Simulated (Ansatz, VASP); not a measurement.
# One calculation of VN2, two programs

The input INCAR:

```
SYSTEM = VN2
PREC = Accurate ; ENCUT = 520
EDIFF = 1E-6 ; ISMEAR = 0
SIGMA = 0.15 ; LREAL = .FALSE.
LASPH = .TRUE. ; NELM = 100
ALGO = Normal ; ISIF = 2
LWAVE = .FALSE. ; LCHARG = .FALSE.
GGA = PS ; NBANDS = 32
```

KPOINTS

```
Automatic mesh
0
G
  16 16 16
  0 0 0
```

Contents of POSCAR:

```
VN2
1.0
   -2.0770645402      2.0770645402      2.5166634980
    2.0770645402     -2.0770645402      2.5166634980
    2.0770645402      2.0770645402     -2.5166634980
V N
2 4
Direct
    0.2500000000      0.2500000000      0.0000000000
    0.7500000000      0.7500000000      0.0000000000
    0.1142608421      0.6142608421      0.7285216842
    0.6142608421      0.8857391579      0.5000000000
    0.8857391579      0.3857391579      0.2714783159
    0.3857391579      0.1142608421      0.5000000000
```

Input for Ansatz:

```yaml
crystal:
  lattice:
    - [-2.0770645402, 2.0770645402, 2.516663498]
    - [2.0770645402, -2.0770645402, 2.516663498]
    - [2.0770645402, 2.0770645402, -2.516663498]
  atoms:
    - { symbol: V, position: [0.25, 0.25, 0.0] }
    - { symbol: V, position: [0.75, 0.75, 0.0] }
    - { symbol: "N", position: [0.1142608421, 0.6142608421, 0.7285216842] }
    - { symbol: "N", position: [0.6142608421, 0.8857391579, 0.5] }
    - { symbol: "N", position: [0.8857391579, 0.3857391579, 0.2714783159] }
    - { symbol: "N", position: [0.3857391579, 0.1142608421, 0.5] }
basis:
  ecutwfc: 420
kpoints:
  mp_grid: { grid: [16, 16, 16] }
hamiltonian:
  xc: pbesol
scf:
  occupations: { method: gaussian, width: 0.15 }
output:
  forces: true
  stress: true
  eigenvalues: true
  write_density: true
  write_potential: true
  elf: true
  volumetric_format: npy
```

Change from the starting cell: strain -0.025 along x and y, +0.025 along z, atoms carried along.

Alike in both runs: task single point; functional PBEsol; k mesh 16 × 16 × 16; occupations gaussian, width 0.15 eV; no spin polarisation.

|  | VASP | Ansatz |
| --- | --- | --- |
| version | VASP 6.6.1 | Ansatz 0.2.0 |
| potentials or method | VASP PAW PBE potentials, release 64 (V_sv, N), cutoff 520 eV | scalar-relativistic, plane waves, PAW |
| valence electrons in the cell | 46 | 46 |

VASP gave:

- gap on the k mesh at the Fermi level (eV): none
- pressure (GPa): 13.2
- traceless stress, the component that is largest in VASP (GPa): -17.25
- rms of the force components (eV/Å): 0.272

Task: Estimate Ansatz's values.

Result: gap on the k mesh at the Fermi level (eV): none; pressure (GPa): 12.3; traceless stress, the component that is largest in VASP (GPa): -16.89; rms of the force components (eV/Å): 0.225.

VASP's potentials were made for PBE, not for PBEsol. Atom by atom the forces differ by 0.047 eV/Å (rms over components). A gap of «none» marks a metal or a gap that the smearing closes. The functional is the same, so the differences come from potentials, cutoffs and numerics.
